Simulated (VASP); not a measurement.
Set up this calculation in VASP 6.6.1, as the native input.

```yaml
Task: single point
Functional: PBE
Potentials_or_basis: VASP PAW PBE potentials, release 64 (Ga_d, O, H)
Cutoff: 520 eV
k_mesh: 1 × 1 × 1
Occupations: fermi-dirac, width 0.01 eV
Spin: collinear spin
Fixed_moment: 1 μB
Dipole_correction: no
Further_INCAR_settings: LREAL = Auto; ALGO = Normal; EDIFF = 1e-06; NBANDS = 206
```

The structure of Ga16HO24 (a cell with a defect) lies in POSCAR:

```
Ga16HO24
1.0
    2.5289754500      1.4601046700      4.5413080100
   -5.0579508900      2.9202093400      9.0826160100
    0.0000000000     -5.8404185800      9.0826160400
Ga O H
16 24 1
Direct
    0.8453025645      0.4265540458      0.4288895266
    0.6341218819      0.3210002686      0.3222056053
    0.1251555476      0.0686498485      0.0766012008
    0.3388014276      0.1824222641      0.1715238290
    0.8507083821      0.4331912140      0.9274978119
    0.6341974753      0.3279409105      0.8211031353
    0.1243016250      0.0826124003      0.5872041091
    0.3537329028      0.1762212808      0.6869478702
    0.8504335365      0.9212799150      0.4323216139
    0.6735095964      0.8102865312      0.3007403817
    0.1422758351      0.5656541032      0.0739907980
    0.3637727224      0.6725076071      0.1776457649
    0.8527265793      0.9276879141      0.9280517002
    0.6385721695      0.8251189898      0.8202061249
    0.1379769677      0.5608955221      0.5804245536
    0.3539382747      0.6810359652      0.6788849277
    0.7360247572      0.2144030931      0.0389729503
    0.3938145714      0.0349204903      0.3890715357
    0.0393226650      0.3681756590      0.2308987199
    0.2380430927      0.2888162650      0.4681445723
    0.9295422358      0.1263817964      0.2734697882
    0.5480152287      0.4779209439      0.1209597755
    0.7384378927      0.2170399949      0.5415486941
    0.4420491535      0.0198690546      0.8845183026
    0.0430842738      0.3687462514      0.7346035059
    0.2423832157      0.2876676936      0.9649848148
    0.9403374800      0.1315917054      0.7782588810
    0.5424928222      0.4849188595      0.6187063751
    0.7502260043      0.7132340321      0.0368476055
    0.4403825063      0.5236345104      0.3821586679
    0.0385794048      0.8665086747      0.2339844379
    0.2572995247      0.8113422564      0.4589420241
    0.9596246810      0.6189983836      0.2693202733
    0.5442275675      0.9793275342      0.1206423143
    0.7564611850      0.7161940885      0.5337298754
    0.4468482991      0.5230100757      0.8788681019
    0.0458352608      0.8741179986      0.7306822257
    0.2463139888      0.7866974492      0.9671262636
    0.9479386288      0.6337732542      0.7676785160
    0.5466240028      0.9816065127      0.6198795491
    0.2877043289     -0.0428592803      0.4305446984
```

These files were run (other wordings do the same):

INCAR

```
SYSTEM = Ga16HO24
PREC = Accurate
ENCUT = 520
EDIFF = 1E-6
ISMEAR = -1
SIGMA = 0.01
LREAL = Auto
LASPH = .TRUE.
NELM = 150
ALGO = Normal
ISIF = 2
LWAVE = .FALSE.
LCHARG = .FALSE.
ISPIN = 2
MAGMOM = 0.01 0.01 0.01 0.01 0.01 0.01 0.01 0.01 0.02 0.01 0.01 0.01 0.01 0.01 0.01 0.01 0.01 0.01 0.01 0.01 0.01 0.01 0.01 0.01 0.01 0.01 0.01 0.01 0.01 0.01 0.01 0.01 0.01 0.01 0.01 0.01 0.01 0.01 0.01 0.01 0
LORBIT = 11
NUPDOWN = 1.0
GGA = PE
NBANDS = 206
```

KPOINTS

```
regular mesh
0
G
  1 1 1
  0 0 0
```

Potentials or basis: VASP PAW PBE potentials, release 64 (Ga_d, O, H).

Run with:

```console
$ cat potpaw_PBE.64/Ga_d/POTCAR potpaw_PBE.64/O/POTCAR potpaw_PBE.64/H/POTCAR > POTCAR
$ mpirun -np 1 vasp_gam > vasp.out
```

Results of the run:

```json
{"Pressure": "6.6 GPa", "Largest force": "0.107 eV/Å", "Net moment": "1.00 μB per cell", "Site moments": "Ga +0.03, +0.04 (each value once); O +0.01; H +0.00 μB", "Valence electrons inside the program's atomic spheres": "Ga 11.63, 11.59, 11.60, 11.62, 11.61, 11.68, 11.58, 11.70, 11.64 (each value once); O 5.06, 5.14, 5.07, 5.05, 5.09 (each value once); H 0.68"}
```

Caveat: the k points lie up to 1.17 Å⁻¹ apart, too coarse for converged energies, forces and pressures; the total moment is fixed, so each spin has its own Fermi level and the state may be an excited one.

It took 8.9 min on 1 thread of Intel(R) Xeon(R) Platinum 8559C (Emerald Rapids), on a shared host, peak memory 0.78 GiB.
